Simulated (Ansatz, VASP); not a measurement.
**GaS in VASP and in Ansatz**

```
Ga S
1.0
     3.59174    0.00000    0.00000
    -1.79587    3.11054    0.00000
     0.00000    0.00000   15.44852
Ga S
4 4
Direct
  0.33333 0.66667 0.17080
  0.66667 0.33333 0.67080
  0.33333 0.66667 0.32920
  0.66667 0.33333 0.82920
  0.33333 0.66667 0.60043
  0.66667 0.33333 0.10043
  0.33333 0.66667 0.89957
  0.66667 0.33333 0.39957
```

Alike in both runs: task relaxation of cell and atoms; functional PBE; dispersion D3(BJ); k mesh 9 × 9 × 2; occupations gaussian, width 0.02 eV; no spin polarisation.

|  | VASP | Ansatz |
| --- | --- | --- |
| version | VASP 6.6.1 | Ansatz 0.2.0 |
| potentials or method | VASP PAW PBE potentials, release 64 (Ga_d, S), cutoff 500 eV | scalar-relativistic, plane waves, PAW |
| valence electrons in the cell | 76 | 76 |

```tsv
	VASP	Ansatz	Ansatz less VASP
gap on the k mesh at the Fermi level, each at its own relaxed structure (eV)	1.59	1.57	-0.022
relaxed volume (Å³/atom)	21.54	21.57	+0.030
relaxed length of the cell vector where the two differ most in proportion (Å)	3.588	3.592	+0.0034
```
